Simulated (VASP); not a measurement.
# Zn (Pm-3m) in VASP: single point with PBEsol

Aim: the single point of Zn with PBEsol.

All numbers are computed with VASP 6.6.1; they aren't measurements. Logs are shortened: lines on timing, memory, paths and dates and some standing lists are left out, and cuts for length are marked.

### Step 1. The cell of the first run

The structure is cubic, space group Pm-3m (No. 221). The conventional cell has a = 4.335 Å, b = 4.335 Å, c = 4.335 Å, α = 90.00°, β = 90.00°, γ = 90.00°. Within 4.0 Å of Zn (site symmetry 4/mmm) lie 8 Zn at 3.07 Å.

### Step 2. Single point, PBEsol

INCAR

```
SYSTEM = Zn
PREC = Accurate
ENCUT = 520
EDIFF = 1E-6
ISMEAR = 1
SIGMA = 0.05
LREAL = .FALSE.
LASPH = .TRUE.
NELM = 60
ALGO = Normal
ISIF = 2
LWAVE = .FALSE.
LCHARG = .FALSE.
GGA = PS
NBANDS = 25
```

KPOINTS

```
Automatic mesh
0
G
  5 5 5
  0 0 0
```

POSCAR

```
Zn
1.0
    4.3348360000      0.0000000000      0.0000000000
    0.0000000000      4.3348360000      0.0000000000
    0.0000000000      0.0000000000      4.3348360000
Zn
3
Direct
    0.5000000000      0.5000000000      0.0000000000
    0.5000000000      0.0000000000      0.5000000000
    0.0000000000      0.5000000000      0.5000000000
```

Potentials or basis: VASP PAW PBE potentials, release 64 (Zn).

Started as:

```bash
$ cat potpaw_PBE.64/Zn/POTCAR > POTCAR
$ mpirun -np 1 vasp_std > vasp.out
```

OUTCAR:

```text
SYSTEM = Zn
   PREC = Accurate
   ENCUT = 520
   EDIFF = 1E-6
   ISMEAR = 1
   LREAL = .FALSE.
   LASPH = .TRUE.
   NELM = 60
   ISIF = 2
   GGA = PS

 ion  position               nearest neighbor table
   1  0.500  0.500  0.000-
   2  0.500  0.000  0.500-
   3  0.000  0.500  0.500-

  LATTYP: Found a simple cubic cell.
 ALAT       =     4.3348360000

  Lattice vectors:

 A1 = (   4.3348360000,   0.0000000000,   0.0000000000)
 A2 = (   0.0000000000,   4.3348360000,   0.0000000000)
 A3 = (   0.0000000000,   0.0000000000,   4.3348360000)

Analysis of symmetry for initial positions (statically):
=====================================================================
 Subroutine PRICEL returns:
 Original cell was already a primitive cell.

 Routine SETGRP: Setting up the symmetry group for a
 simple cubic supercell.

 Subroutine GETGRP returns: Found 48 space group operations
 (whereof 48 operations were pure point group operations)
 out of a pool of 48 trial point group operations.

The static configuration has the point symmetry O_h .

Analysis of symmetry for dynamics (positions and initial velocities):
=====================================================================
 Subroutine PRICEL returns:
 Original cell was already a primitive cell.

 Routine SETGRP: Setting up the symmetry group for a
 simple cubic supercell.

 Subroutine GETGRP returns: Found 48 space group operations
 (whereof 48 operations were pure point group operations)
 out of a pool of 48 trial point group operations.

The dynamic configuration has the point symmetry O_h .

 Subroutine INISYM returns: Found 48 space group operations
 (whereof 48 operations are pure point group operations),
 and found     1 'primitive' translations

----------------------------------------------------------------------------------------

                                     Primitive cell

  volume of cell :      81.4550

  direct lattice vectors                    reciprocal lattice vectors
     4.334836000  0.000000000  0.000000000     0.230689235  0.000000000  0.000000000
     0.000000000  4.334836000  0.000000000     0.000000000  0.230689235  0.000000000
     0.000000000  0.000000000  4.334836000     0.000000000  0.000000000  0.230689235

  length of vectors
     4.334836000  4.334836000  4.334836000     0.230689235  0.230689235  0.230689235

  position of ions in fractional coordinates (direct lattice)
     0.500000000  0.500000000  0.000000000
     0.500000000  0.000000000  0.500000000
     0.000000000  0.500000000  0.500000000

  ion indices of the primitive-cell ions
   primitive index   ion index
                 1           1
                 2           2
                 3           3

----------------------------------------------------------------------------------------

 KPOINTS: Automatic mesh

Automatic generation of k-mesh.
 Grid dimensions read from file:
 generate k-points for:    5    5    5

 Generating k-lattice:

  Cartesian coordinates                     Fractional coordinates (reciprocal lattice)
     0.046137847  0.000000000  0.000000000     0.200000000  0.000000000  0.000000000
     0.000000000  0.046137847  0.000000000     0.000000000  0.200000000  0.000000000
     0.000000000  0.000000000  0.046137847     0.000000000  0.000000000  0.200000000

  Length of vectors
     0.046137847  0.046137847  0.046137847

  Shift w.r.t. Gamma in fractional coordinates (k-lattice)
     0.000000000  0.000000000  0.000000000

 Subroutine IBZKPT returns following result:
 ===========================================

 Found     10 irreducible k-points:

 Following reciprocal coordinates:
            Coordinates               Weight
  0.000000  0.000000  0.000000      1.000000
  0.200000  0.000000  0.000000      6.000000
  0.400000  0.000000  0.000000      6.000000
  0.200000  0.200000  0.000000     12.000000
  0.400000  0.200000  0.000000     24.000000
  0.400000  0.400000  0.000000     12.000000
  0.200000  0.200000  0.200000      8.000000
  0.400000  0.200000  0.200000     24.000000
  0.400000  0.400000  0.200000     24.000000
  0.400000  0.400000  0.400000      8.000000
   k-points           NKPTS =     10   k-points in BZ     NKDIM =     10   number of bands    NBANDS=     25
   number of dos      NEDOS =    301   number of ions     NIONS =      3
   total plane-waves  NPLWV =  32768
   dimension x,y,z NGX =    32 NGY =   32 NGZ =   32
   dimension x,y,z NGXF=    64 NGYF=   64 NGZF=   64
   ions per type =               3
   NGX,Y,Z   is equivalent  to a cutoff of  12.27, 12.27, 12.27 a.u.
   NGXF,Y,Z  is equivalent  to a cutoff of  24.54, 24.54, 24.54 a.u.
 SYSTEM =  Zn
   PREC   = accura    normal or accurate (medium, high low for compatibility)
   ISTART =      0    job   : 0-new  1-cont  2-samecut
   ICHARG =      2    charge: 1-file 2-atom 10-const
   ISPIN  =      1    spin polarized calculation?
   LNONCOLLINEAR =      F non collinear calculations
   LSORBIT =      F    spin-orbit coupling
   LASPH  =      T    aspherical Exc in radial PAW
   ENCUT  =  520.0 eV  38.22 Ry    6.18 a.u.   8.06  8.06  8.06*2*pi/ulx,y,z
   NELM   =     60;   NELMIN=  2; NELMDL= -5     # of ELM steps
   EDIFF  = 0.1E-05   stopping-criterion for ELM
   LREAL  =      F    real-space projection
   EDIFFG = 0.1E-04   stopping-criterion for IOM
   NSW    =      0    number of steps for IOM
   IBRION =     -1    ionic relax: 0-MD 1-quasi-New 2-CG
   NFREE  =      0    steps in history (QN), initial steepest desc. (CG)
   ISIF   =      2    stress and relaxation
   ISYM   =      2    0-nonsym 1-usesym 2-fastsym
   POTIM  = 0.5000    time-step for ionic-motion
   TEBEG  =    0.0;   TEEND  =   0.0 temperature during run
   PSTRESS=    0.0 pullay stress
   NELECT =      36.0000    total number of electrons
   NUPDOWN=      -1.0000    fix difference up-down
   EMIN   =  10.00;   EMAX   =-10.00  energy-range for DOS
   EFERMI =   0.00;   METHOD = LEGACY
   ISMEAR =     1;   SIGMA  =   0.05  broadening in eV -4-tet -1-fermi 0-gaus
   EFERMI_NEDOS =   21; number of points for ismear=-14 and -15
   IALGO  =     38    algorithm
   IMIX   =      4    mixing-type and parameters
     AMIX     =   0.40;   BMIX     =  1.00
     AMIX_MAG =   1.60;   BMIX_MAG =  1.00
  volume/ion in A,a.u.               =      27.15       183.23
  Fermi-wavevector in a.u.,A,eV,Ry     =   1.247009  2.356506 21.157494  1.555032
  Thomas-Fermi vector in A             =   2.381161
   LORBIT       =      0    0 simple, 1 ext, 2 COOP (PROOUT), +10 PAW based schemes
   GGA     = PS    functional components
   LHFCALC =     F    Hartree Fock is set to
   AEXX    =    0.0000 exact exchange contribution
   IVDW    =     0    specifies the selected vdW correction
   LEPSILON=     F    determine dielectric tensor
   LRPA    =     F    only Hartree local field effects (RPA)
 non-spin polarized calculation
 Methfessel and Paxton  Order N= 1 SIGMA  =   0.05
  energy-cutoff  :      520.00
  volume of cell :       81.46
 maximum number of plane-waves:      2221
   NGX = 17   NGY = 17   NGZ = 17

 number of electron      36.0000025 magnetization

 Free energy of the ion-electron system (eV)
  ---------------------------------------------------
  ext. energy  EPLUGINS =         0.00000000
  ---------------------------------------------------
  free energy    TOTEN  =        -2.75400156 eV

  energy without entropy =       -2.75335464  energy(sigma->0) =       -2.75378592

 E-fermi :  -0.1855     XC(G=0):  -8.7978

 val. band max:       -0.2011218630   @ k =   0.2000   0.2000   0.2000
 cond. band min:      -0.0499882707   @ k =   0.4000   0.4000   0.0000
 fundamental gap:      0.1511335922
 Fermi energy:        -0.1854997699

 k-point     1 :       0.0000    0.0000    0.0000
  band No.  band energies     occupation
      1      -7.4818      2.00000
      2      -7.1888      2.00000
      3      -7.1888      2.00000
      4      -7.1888      2.00000
      5      -7.0945      2.00000
      6      -7.0945      2.00000
[... 17 lines left out ...]
     24       7.5561      0.00000
     25       7.5561      0.00000

 k-point     2 :       0.2000    0.0000    0.0000
  band No.  band energies     occupation
      1      -7.3499      2.00000
      2      -7.1764      2.00000
      3      -7.1454      2.00000
      4      -7.1454      2.00000
      5      -7.0862      2.00000
      6      -7.0497      2.00000
[... 17 lines left out ...]
     24       6.4277      0.00000
     25       6.4277      0.00000

 k-point     3 :       0.4000    0.0000    0.0000
  band No.  band energies     occupation
      1      -7.1679      2.00000
      2      -7.1541      2.00000
      3      -7.0787      2.00000
      4      -7.0273      2.00000
      5      -7.0273      2.00000
      6      -6.9530      2.00000
[... 17 lines left out ...]
     24       4.5792      0.00000
     25       5.9610      0.00000

 k-point     4 :       0.2000    0.2000    0.0000
  band No.  band energies     occupation
      1      -7.2667      2.00000
      2      -7.1539      2.00000
      3      -7.1176      2.00000
      4      -7.1132      2.00000
      5      -7.0524      2.00000
      6      -7.0195      2.00000
[... 17 lines left out ...]
     24       6.8348      0.00000
     25       7.0015      0.00000

 k-point     5 :       0.4000    0.2000    0.0000
  band No.  band energies     occupation
      1      -7.1283      2.00000
      2      -7.1225      2.00000
      3      -7.0385      2.00000
      4      -7.0281      2.00000
      5      -7.0104      2.00000
      6      -6.9313      2.00000
[... 17 lines left out ...]
     24       6.5122      0.00000
     25       7.8515      0.00000

 k-point     6 :       0.4000    0.4000    0.0000
  band No.  band energies     occupation
      1      -7.0906      2.00000
      2      -7.0571      2.00000
      3      -7.0318      2.00000
      4      -6.9604      2.00000
      5      -6.9565      2.00000
      6      -6.9450      2.00000
[... 17 lines left out ...]
     24       5.9479      0.00000
     25       6.1764      0.00000

 k-point     7 :       0.2000    0.2000    0.2000
  band No.  band energies     occupation
      1      -7.2414      2.00000
      2      -7.1056      2.00000
      3      -7.1056      2.00000
      4      -7.1003      2.00000
      5      -6.9950      2.00000
      6      -6.9950      2.00000
[... 17 lines left out ...]
     24       5.2456      0.00000
     25       7.5066      0.00000

 k-point     8 :       0.4000    0.2000    0.2000
  band No.  band energies     occupation
      1      -7.1725      2.00000
      2      -7.0725      2.00000
      3      -7.0405      2.00000
      4      -7.0198      2.00000
      5      -6.9836      2.00000
      6      -6.9524      2.00000
[... 17 lines left out ...]
     24       7.1575      0.00000
     25       8.1973      0.00000

 k-point     9 :       0.4000    0.4000    0.2000
  band No.  band energies     occupation
      1      -7.1500      2.00000
      2      -7.0708      2.00000
      3      -7.0704      2.00000
      4      -7.0273      2.00000
      5      -7.0043      2.00000
      6      -6.9607      2.00000
[... 17 lines left out ...]
     24       7.2098      0.00000
     25       8.7994      0.00000

 k-point    10 :       0.4000    0.4000    0.4000
  band No.  band energies     occupation
      1      -7.1848      2.00000
      2      -7.1365      2.00000
      3      -7.1365      2.00000
      4      -7.0879      2.00000
      5      -6.9999      2.00000
      6      -6.9999      2.00000
[... 17 lines left out ...]
     24      10.6112      0.00000
     25      10.6112      0.00000

------------------------ aborting loop because EDIFF is reached ----------------------------------------

  FORCE on cell =-STRESS in cart. coord.  units (eV):
  Direction    XX          YY          ZZ          XY          YZ          ZX
  --------------------------------------------------------------------------------------
  -------------------------------------------------------------------------------------
  Total       -3.7613797     -3.7613797     -3.7613797      0.0000000     -0.0000000      0.0000000
  in kB      -73.9843302    -73.9843302    -73.9843302      0.0000000     -0.0000000      0.0000000
  external PRESSURE =     -73.9843302 kB  Pullay stress =       0.0000000 kB

 VOLUME and BASIS-vectors are now :
 -----------------------------------------------------------------------------
  energy-cutoff  :      520.00
  volume of cell :       81.46
      direct lattice vectors                 reciprocal lattice vectors
     4.334836000  0.000000000  0.000000000     0.230689235  0.000000000  0.000000000
     0.000000000  4.334836000  0.000000000     0.000000000  0.230689235  0.000000000
     0.000000000  0.000000000  4.334836000     0.000000000  0.000000000  0.230689235

 POSITION                                       TOTAL-FORCE (eV/Angst)
 -----------------------------------------------------------------------------------
      2.16742      2.16742      0.00000         0.000000      0.000000      0.000000
      2.16742      0.00000      2.16742         0.000000      0.000000      0.000000
      0.00000      2.16742      2.16742         0.000000      0.000000      0.000000
 -----------------------------------------------------------------------------------
    total drift:                                0.000000     -0.000000     -0.000000

  FREE ENERGIE OF THE ION-ELECTRON SYSTEM (eV)
  ---------------------------------------------------
  free  energy   TOTEN  =        -2.7540015644 eV

  energy  without entropy=       -2.7533546380  energy(sigma->0) =       -2.75378592
```

Wall time 7.8 s (1 thread of Intel Xeon Platinum 8488C (Sapphire Rapids), shared host); peak memory 0.17 GiB.

Results:

```yaml
Free_energy: -2.7540 eV
Pressure: -7.4 GPa
Band_gap_on_the_k_mesh: zero (band 18 reaches 1.64 eV, above the bottom of band 19 at -0.96 eV)
```

Caveat: the PAW data sets were made with another functional, which shifts forces and pressure a little.
